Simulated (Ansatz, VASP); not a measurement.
## Sc: VASP beside Ansatz

The input INCAR:

```
SYSTEM = Sc
ALGO = Normal
EDIFF = 1E-6
ENCUT = 520
GGA = PE
GGA_COMPAT = .False.
ISIF = 2
ISMEAR = -1
LASPH = .True.
LCHARG = .False.
LMAXMIX = 4
LORBIT = 11
LORBMOM = .True.
LREAL = .False.
LSORBIT = .True.
LWAVE = .False.
MAGMOM = 0 0 0
NBANDS = 22
NELM = 150
PREC = Accurate
SIGMA = 0.03
```

File KPOINTS:

```
k-points
0
Gamma
  13 13 13
  0 0 0
```

POSCAR

```
Sc
1.0
    0.0000000000      2.3097180993      2.3097180993
    2.3097180993      0.0000000000      2.3097180993
    2.3097180993      2.3097180993      0.0000000000
Sc
1
Direct
    0.0000000000      0.0000000000      0.0000000000
```

Input for Ansatz:

```yaml
crystal:
  lattice:
    - [0.0, 2.3097180993, 2.3097180993]
    - [2.3097180993, 0.0, 2.3097180993]
    - [2.3097180993, 2.3097180993, 0.0]
  atoms:
    - { symbol: Sc, position: [0.0, 0.0, 0.0] }
kpoints:
  mp_grid: { grid: [13, 13, 13] }
  band_path:
    path:
      - [0.0, 0.0, 0.0]
      - [0.5, 0.0, 0.5]
      - [0.625, 0.25, 0.625]
      - [0.375, 0.375, 0.75]
      - [0.0, 0.0, 0.0]
      - [0.5, 0.5, 0.5]
      - [0.5, 0.25, 0.75]
      - [0.5, 0.0, 0.5]
    npoints: 5
scf:
  occupations: { method: fermi_dirac, width: 0.03 }
hamiltonian:
  xc: pbe
  pseudopotentials: { kind: all_electron, lapw: { basis_error: 0.00025 } }
output:
  forces: true
  stress: true
  eigenvalues: true
magnetization:
  noncollinear: true
  spin_orbit: true
```

Alike in both runs: task single point; functional PBE; k mesh 13 × 13 × 13; occupations fermi-dirac, width 0.03 eV; non-collinear spin, spin-orbit coupling.

|  | VASP | Ansatz |
| --- | --- | --- |
| version | VASP 6.6.1 | Ansatz 0.2.0 |
| potentials or method | VASP PAW PBE potentials, release 64 (Sc_sv), cutoff 520 eV | all-electron LAPW |

|  | VASP | Ansatz | Ansatz less VASP |
| --- | --- | --- | --- |
| pressure (GPa) | 0.0 | 0.0 | -0.02 |
| net moment per atom (μB) | 0.00 | 0.00 | 0.000 |

Ansatz ran all-electron here, and VASP with PAW potentials.
